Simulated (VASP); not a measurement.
# Ni2Ru (Fm-3m) in VASP: notebook

Runs on Ni2Ru. Level: PBE. Tasks: single point, relaxation of cell and atoms.

Everything below comes from runs of VASP 6.6.1. Logs are shortened: lines on timing, memory, paths and dates and some standing lists are left out, and cuts for length are marked.

## 1. The cell of the first run

It takes space group Fm-3m (No. 225, cubic). The conventional cell has a = 5.582 Å, b = 5.582 Å, c = 5.582 Å, α = 90.00°, β = 90.00°, γ = 90.00°. Within 3.2 Å of Ni (site symmetry -43m) lie 4 Ru at 2.42 Å and 6 Ni at 2.79 Å. Within 3.2 Å of Ru (site symmetry m-3m) lie 8 Ni at 2.42 Å.

## 2. Single point, PBE

INCAR

```
SYSTEM = Ni2Ru
PREC = Accurate ; ENCUT = 520
EDIFF = 1E-6 ; ISMEAR = 0
SIGMA = 0.1 ; LREAL = .False.
LASPH = .True. ; NELM = 80
ALGO = Normal ; ISIF = 2
LWAVE = .False. ; LCHARG = .True.
GGA = PE ; LELF = .True.
LVHAR = .True. ; NBANDS = 24
```

KPOINTS

```
Automatic mesh
0
Gamma
  6 6 6
  0 0 0
```

POSCAR

```
Ni2Ru
1.0
    0.0000000000      2.7911277594      2.7911277594
    2.7911277594      0.0000000000      2.7911277594
    2.7911277594      2.7911277594      0.0000000000
Ni Ru
2 1
Direct
    0.2500000000      0.2500000000      0.2500000000
    0.7500000000      0.7500000000      0.7500000000
    0.0000000000      0.0000000000      0.0000000000
```

Potentials or basis: VASP PAW PBE potentials, release 64 (Ni, Ru_pv).

Command:

```bash
> cat potpaw_PBE.64/Ni/POTCAR potpaw_PBE.64/Ru_pv/POTCAR > POTCAR
> mpirun -np 1 vasp_std > vasp.out
```

OUTCAR:

```text
SYSTEM = Ni2Ru
   PREC = Accurate
   ENCUT = 520
   EDIFF = 1E-6
   ISMEAR = 0
   LREAL = .False.
   LASPH = .True.
   NELM = 80
   ISIF = 2
   GGA = PE

 ion  position               nearest neighbor table
   1  0.250  0.250  0.250-   3 2.42   3 2.42   3 2.42   3 2.42   2 2.79   2 2.79   2 2.79   2 2.79
                             2 2.79   2 2.79
   2  0.750  0.750  0.750-   3 2.42   3 2.42   3 2.42   3 2.42   1 2.79   1 2.79   1 2.79   1 2.79
                             1 2.79   1 2.79
   3  0.000  0.000  0.000-   2 2.42   2 2.42   2 2.42   1 2.42   2 2.42   1 2.42   1 2.42   1 2.42

  LATTYP: Found a face centered cubic cell.
 ALAT       =     5.5822555188

  Lattice vectors:

 A1 = (   0.0000000000,   2.7911277594,   2.7911277594)
 A2 = (   2.7911277594,   0.0000000000,   2.7911277594)
 A3 = (   2.7911277594,   2.7911277594,   0.0000000000)

Analysis of symmetry for initial positions (statically):
=====================================================================
 Subroutine PRICEL returns:
 Original cell was already a primitive cell.

 Routine SETGRP: Setting up the symmetry group for a
 face centered cubic supercell.

 Subroutine GETGRP returns: Found 48 space group operations
 (whereof 48 operations were pure point group operations)
 out of a pool of 48 trial point group operations.

The static configuration has the point symmetry O_h .

Analysis of symmetry for dynamics (positions and initial velocities):
=====================================================================
 Subroutine PRICEL returns:
 Original cell was already a primitive cell.

 Routine SETGRP: Setting up the symmetry group for a
 face centered cubic supercell.

 Subroutine GETGRP returns: Found 48 space group operations
 (whereof 48 operations were pure point group operations)
 out of a pool of 48 trial point group operations.

The dynamic configuration has the point symmetry O_h .

 Subroutine INISYM returns: Found 48 space group operations
 (whereof 48 operations are pure point group operations),
 and found     1 'primitive' translations

----------------------------------------------------------------------------------------

                                     Primitive cell

  volume of cell :      43.4880

  direct lattice vectors                    reciprocal lattice vectors
     0.000000000  2.791127759  2.791127759    -0.179139059  0.179139059  0.179139059
     2.791127759  0.000000000  2.791127759     0.179139059 -0.179139059  0.179139059
     2.791127759  2.791127759  0.000000000     0.179139059  0.179139059 -0.179139059

  length of vectors
     3.947250732  3.947250732  3.947250732     0.310277952  0.310277952  0.310277952

  position of ions in fractional coordinates (direct lattice)
     0.250000000  0.250000000  0.250000000
     0.750000000  0.750000000  0.750000000
     0.000000000  0.000000000  0.000000000

  ion indices of the primitive-cell ions
   primitive index   ion index
                 1           1
                 2           2
                 3           3

----------------------------------------------------------------------------------------

 KPOINTS: Automatic mesh

Automatic generation of k-mesh.
 Grid dimensions read from file:
 generate k-points for:    6    6    6

 Generating k-lattice:

  Cartesian coordinates                     Fractional coordinates (reciprocal lattice)
    -0.029856510  0.029856510  0.029856510     0.166666667  0.000000000  0.000000000
     0.029856510 -0.029856510  0.029856510     0.000000000  0.166666667  0.000000000
     0.029856510  0.029856510 -0.029856510     0.000000000  0.000000000  0.166666667

  Length of vectors
     0.051712992  0.051712992  0.051712992

  Shift w.r.t. Gamma in fractional coordinates (k-lattice)
     0.000000000  0.000000000  0.000000000

 Subroutine IBZKPT returns following result:
 ===========================================

 Found     16 irreducible k-points:

 Following reciprocal coordinates:
            Coordinates               Weight
  0.000000  0.000000  0.000000      1.000000
  0.166667  0.000000  0.000000      8.000000
  0.333333  0.000000  0.000000      8.000000
  0.500000  0.000000  0.000000      4.000000
  0.166667  0.166667  0.000000      6.000000
  0.333333  0.166667  0.000000     24.000000
[... 8 lines left out ...]
 -0.333333  0.333333  0.166667     24.000000
 -0.333333  0.500000  0.166667     12.000000
   k-points           NKPTS =     16   k-points in BZ     NKDIM =     16   number of bands    NBANDS=     24
   number of dos      NEDOS =    301   number of ions     NIONS =      3
   total plane-waves  NPLWV =  27000
   dimension x,y,z NGX =    30 NGY =   30 NGZ =   30
   dimension x,y,z NGXF=    60 NGYF=   60 NGZF=   60
   ions per type =               2   1
   NGX,Y,Z   is equivalent  to a cutoff of  12.64, 12.64, 12.64 a.u.
   NGXF,Y,Z  is equivalent  to a cutoff of  25.27, 25.27, 25.27 a.u.
 SYSTEM =  Ni2Ru
   PREC   = accura    normal or accurate (medium, high low for compatibility)
   ISTART =      0    job   : 0-new  1-cont  2-samecut
   ICHARG =      2    charge: 1-file 2-atom 10-const
   ISPIN  =      1    spin polarized calculation?
   LNONCOLLINEAR =      F non collinear calculations
   LSORBIT =      F    spin-orbit coupling
   LASPH  =      T    aspherical Exc in radial PAW
   ENCUT  =  520.0 eV  38.22 Ry    6.18 a.u.   7.34  7.34  7.34*2*pi/ulx,y,z
   NELM   =     80;   NELMIN=  2; NELMDL= -5     # of ELM steps
   EDIFF  = 0.1E-05   stopping-criterion for ELM
   LREAL  =      F    real-space projection
   EDIFFG = 0.1E-04   stopping-criterion for IOM
   NSW    =      0    number of steps for IOM
   IBRION =     -1    ionic relax: 0-MD 1-quasi-New 2-CG
   NFREE  =      0    steps in history (QN), initial steepest desc. (CG)
   ISIF   =      2    stress and relaxation
   ISYM   =      2    0-nonsym 1-usesym 2-fastsym
   POTIM  = 0.5000    time-step for ionic-motion
   TEBEG  =    0.0;   TEEND  =   0.0 temperature during run
   PSTRESS=    0.0 pullay stress
   NELECT =      34.0000    total number of electrons
   NUPDOWN=      -1.0000    fix difference up-down
   EMIN   =  10.00;   EMAX   =-10.00  energy-range for DOS
   EFERMI =   0.00;   METHOD = LEGACY
   ISMEAR =     0;   SIGMA  =   0.10  broadening in eV -4-tet -1-fermi 0-gaus
   EFERMI_NEDOS =   21; number of points for ismear=-14 and -15
   IALGO  =     38    algorithm
   IMIX   =      4    mixing-type and parameters
     AMIX     =   0.40;   BMIX     =  1.00
     AMIX_MAG =   1.60;   BMIX_MAG =  1.00
  volume/ion in A,a.u.               =      14.50        97.82
  Fermi-wavevector in a.u.,A,eV,Ry     =   1.508151  2.849992 30.946706  2.274519
  Thomas-Fermi vector in A             =   2.618643
   LORBIT       =      0    0 simple, 1 ext, 2 COOP (PROOUT), +10 PAW based schemes
   GGA     = PE    functional components
   LHFCALC =     F    Hartree Fock is set to
   AEXX    =    0.0000 exact exchange contribution
   IVDW    =     0    specifies the selected vdW correction
   LEPSILON=     F    determine dielectric tensor
   LRPA    =     F    only Hartree local field effects (RPA)
 non-spin polarized calculation
 Gauss-broadening in eV      SIGMA  =   0.10
  energy-cutoff  :      520.00
  volume of cell :       43.49
 maximum number of plane-waves:      1211
 NGX is ok and might be reduce to    30
   NGX = 15   NGY = 15   NGZ = 15

 number of electron      34.0000017 magnetization

 Free energy of the ion-electron system (eV)
  ---------------------------------------------------
  ext. energy  EPLUGINS =         0.00000000
  ---------------------------------------------------
  free energy    TOTEN  =       -17.92389967 eV

  energy without entropy =      -17.89944251  energy(sigma->0) =      -17.91167109

 E-fermi :   7.8425     XC(G=0): -12.1497

 val. band max:        7.8336528972   @ k =  -0.3333   0.5000   0.1667
 cond. band min:       7.8559395867   @ k =   0.1667   0.1667   0.0000
 fundamental gap:      0.0222866895
 Fermi energy:         7.8424549694

 k-point     1 :       0.0000    0.0000    0.0000
  band No.  band energies     occupation
      1     -34.9384      2.00000
      2     -34.9384      2.00000
      3     -34.9384      2.00000
      4       0.5317      2.00000
      5       3.8802      2.00000
      6       3.8802      2.00000
[... 16 lines left out ...]
     23      18.3225      0.00000
     24      18.7042      0.00000

 k-point     2 :       0.1667    0.0000    0.0000
  band No.  band energies     occupation
      1     -34.9415      2.00000
      2     -34.9387      2.00000
      3     -34.9387      2.00000
      4       0.9777      2.00000
      5       3.9910      2.00000
      6       3.9910      2.00000
[... 16 lines left out ...]
     23      17.6354      0.00000
     24      18.6718      0.00000

 k-point     3 :       0.3333    0.0000    0.0000
  band No.  band energies     occupation
      1     -34.9476      2.00000
      2     -34.9392      2.00000
      3     -34.9392      2.00000
      4       2.1342      2.00000
      5       4.1867      2.00000
      6       4.1867      2.00000
[... 16 lines left out ...]
     23      16.9187      0.00000
     24      18.6339      0.00000

 k-point     4 :       0.5000    0.0000    0.0000
  band No.  band energies     occupation
      1     -34.9507      2.00000
      2     -34.9394      2.00000
      3     -34.9394      2.00000
      4       3.0430      2.00000
      5       4.1993      2.00000
      6       4.1993      2.00000
[... 16 lines left out ...]
     23      16.6521      0.00000
     24      18.4641      0.00000

 k-point     5 :       0.1667    0.1667    0.0000
  band No.  band energies     occupation
      1     -34.9419      2.00000
      2     -34.9391      2.00000
      3     -34.9391      2.00000
      4       1.1309      2.00000
      5       3.9103      2.00000
      6       4.1205      2.00000
[... 16 lines left out ...]
     23      16.7914      0.00000
     24      17.4732      0.00000

 k-point     6 :       0.3333    0.1667    0.0000
  band No.  band energies     occupation
      1     -34.9462      2.00000
      2     -34.9400      2.00000
      3     -34.9397      2.00000
      4       2.0684      2.00000
      5       3.9614      2.00000
      6       4.0043      2.00000
[... 16 lines left out ...]
     23      16.7032      0.00000
     24      18.6989      0.00000
[... 163 lines left out ...]
 k-point    13 :       0.5000    0.5000    0.0000
  band No.  band energies     occupation
      1     -34.9520      2.00000
      2     -34.9411      2.00000
      3     -34.9411      2.00000
      4       3.2197      2.00000
      5       3.5577      2.00000
      6       4.2603      2.00000
[... 16 lines left out ...]
     23      16.4439      0.00000
     24      16.8421      0.00000

 k-point    14 :       0.5000    0.3333    0.1667
  band No.  band energies     occupation
      1     -34.9479      2.00000
      2     -34.9426      2.00000
      3     -34.9401      2.00000
      4       2.9829      2.00000
      5       3.6866      2.00000
      6       3.9905      2.00000
[... 16 lines left out ...]
     23      18.1541      0.00000
     24      18.2042      0.00000

 k-point    15 :      -0.3333    0.3333    0.1667
  band No.  band energies     occupation
      1     -34.9478      2.00000
      2     -34.9447      2.00000
      3     -34.9405      2.00000
      4       3.4485      2.00000
      5       3.5756      2.00000
      6       3.9999      2.00000
[... 16 lines left out ...]
     23      17.9671      0.00000
     24      18.5920      0.00000

 k-point    16 :      -0.3333    0.5000    0.1667
  band No.  band energies     occupation
      1     -34.9493      2.00000
      2     -34.9438      2.00000
      3     -34.9411      2.00000
      4       3.3503      2.00000
      5       3.7531      2.00000
      6       3.7679      2.00000
[... 16 lines left out ...]
     23      17.9768      0.00000
     24      18.5620      0.00000

------------------------ aborting loop because EDIFF is reached ----------------------------------------

  FORCE on cell =-STRESS in cart. coord.  units (eV):
  Direction    XX          YY          ZZ          XY          YZ          ZX
  --------------------------------------------------------------------------------------
  -------------------------------------------------------------------------------------
  Total       -0.0484853     -0.0484853     -0.0484853     -0.0000000      0.0000000      0.0000000
  in kB       -1.7862876     -1.7862876     -1.7862876     -0.0000000      0.0000000      0.0000000
  external PRESSURE =      -1.7862876 kB  Pullay stress =       0.0000000 kB

 VOLUME and BASIS-vectors are now :
 -----------------------------------------------------------------------------
  energy-cutoff  :      520.00
  volume of cell :       43.49
      direct lattice vectors                 reciprocal lattice vectors
     0.000000000  2.791127759  2.791127759    -0.179139059  0.179139059  0.179139059
     2.791127759  0.000000000  2.791127759     0.179139059 -0.179139059  0.179139059
     2.791127759  2.791127759  0.000000000     0.179139059  0.179139059 -0.179139059

 POSITION                                       TOTAL-FORCE (eV/Angst)
 -----------------------------------------------------------------------------------
      1.39556      1.39556      1.39556         0.000000      0.000000      0.000000
      4.18669      4.18669      4.18669        -0.000000     -0.000000     -0.000000
      0.00000      0.00000      0.00000        -0.000000      0.000000      0.000000
 -----------------------------------------------------------------------------------
    total drift:                                0.000000     -0.000000      0.000000

  FREE ENERGIE OF THE ION-ELECTRON SYSTEM (eV)
  ---------------------------------------------------
  free  energy   TOTEN  =       -17.9238996726 eV

  energy  without entropy=      -17.8994425097  energy(sigma->0) =      -17.91167109
```

Wall time 14 s (1 thread of Intel Xeon 6975P-C (Granite Rapids), shared host); peak memory 0.16 GiB.

Results:

```yaml
Free_energy: -17.9239 eV
Pressure: -0.2 GPa
Band_gap_on_the_k_mesh: zero (band 17 reaches 8.40 eV, above the bottom of band 18 at 7.45 eV)
```

Spin polarisation is off, so any magnetic state and its effect on volume and gap are missing.

## 3. Relaxation of cell and atoms, PBE

This run uses another cell than the first one, of 10.58 Å³/atom, 0.730 times its volume.

INCAR

```
SYSTEM = Ni2Ru
ALGO     = Normal         ! electronic algorithm
EDIFF    = 1E-7           ! SCF threshold, eV
EDIFFG   = -0.04          ! ionic threshold
ENCUT    = 600            ! plane-wave cutoff, eV
GGA      = PE             ! functional
IBRION   = 2              ! ionic algorithm
ISIF     = 3              ! what is computed and relaxed
ISMEAR   = 0              ! smearing method
LASPH    = .True.         ! aspherical terms in the spheres
LCHARG   = .False.        ! write CHGCAR
LREAL    = .False.        ! projectors in reciprocal space
LWAVE    = .False.        ! write WAVECAR
NELM     = 80             ! most SCF steps
NSW      = 90             ! ionic steps
PREC     = Accurate       ! precision mode
SIGMA    = 0.1            ! smearing width, eV
```

KPOINTS

```
k-points
0
Gamma
  6 6 6
  0 0 0
```

POSCAR

```
Ni2Ru
1.0
    0.0000000000      2.5129533335      2.5129533335
    2.5129533335      0.0000000000      2.5129533335
    2.5129533335      2.5129533335      0.0000000000
Ni Ru
2 1
Direct
    0.2500000000      0.2500000000      0.2500000000
    0.7500000000      0.7500000000      0.7500000000
    0.0000000000      0.0000000000      0.0000000000
```

Potentials or basis: VASP PAW PBE potentials, release 64 (Ni, Ru_pv).

Command:

```bash
> cat potpaw_PBE.64/Ni/POTCAR potpaw_PBE.64/Ru_pv/POTCAR > POTCAR
> mpirun -np 1 vasp_std > vasp.out
```

Wall time 50 s (1 thread of Intel Xeon 6975P-C (Granite Rapids), shared host); peak memory 0.16 GiB.

The run converged. Its results:

```
Free energy                            : -17.9176 eV
Relaxed volume                         : 14.48 Å³/atom
Relaxed cell                           : a = 3.946 Å, b = 3.946 Å, c = 3.946 Å, α = 60.00°, β = 60.00°, γ = 60.00°
Space group after relaxing (to 0.05 Å) : Fm-3m (No. 225)
Energy gained by relaxing              : 1012.7 meV/atom
Ionic steps                            : 5
Pressure after relaxing                : 0.2 GPa
Band gap on the k mesh                 : zero (band 17 reaches 8.41 eV, above the bottom of band 18 at 7.46 eV)
```

Step by step:
```csv
step,energy change (eV),largest force (eV/Å),pressure (GPa),volume (Å³)
1,0.0000,0.0000,111.72,31.74
2,1.6949,0.0000,-22.93,79.11
3,-2.9702,0.0000,-8.27,45.97
4,-3.0273,0.0000,-3.51,44.44
5,-3.0381,0.0000,0.17,43.44
```

Final structure:
```xyz
3
Lattice="0.0000 2.7900 2.7900 2.7900 0.0000 2.7900 2.7900 2.7900 0.0000" Properties=species:S:1:pos:R:3 pbc="T T T"
Ni    1.3950    1.3950    1.3950
Ni    4.1850    4.1850    4.1850
Ru    0.0000    0.0000    0.0000
```

Levels at points of the mesh, in eV from the Fermi level:
| k point | band 13 | band 14 | band 15 | band 16 | band 17 | band 18 | band 19 | band 20 | band 21 |
| --- | --- | --- | --- | --- | --- | --- | --- | --- | --- |
| (0.00, 0.00, 0.00) | -0.68 | -0.68 | -0.58 | -0.58 | -0.58 | 0.28 | 0.28 | 9.81 | 10.49 |
| (0.50, 0.00, 0.00) | -1.66 | -1.66 | -1.36 | -0.28 | -0.28 | 0.39 | 0.39 | 1.37 | 7.17 |
| (0.50, 0.50, 0.00) | -1.27 | -1.17 | -0.71 | -0.55 | 0.55 | 0.56 | 0.56 | 1.79 | 2.30 |

Caveat: the k points lie up to 0.33 Å⁻¹ apart in the final cell; the volume moved by over 15 % at a fixed basis, so the end points are rough. Spin polarisation is off, so any magnetic state and its effect on volume and gap are missing.
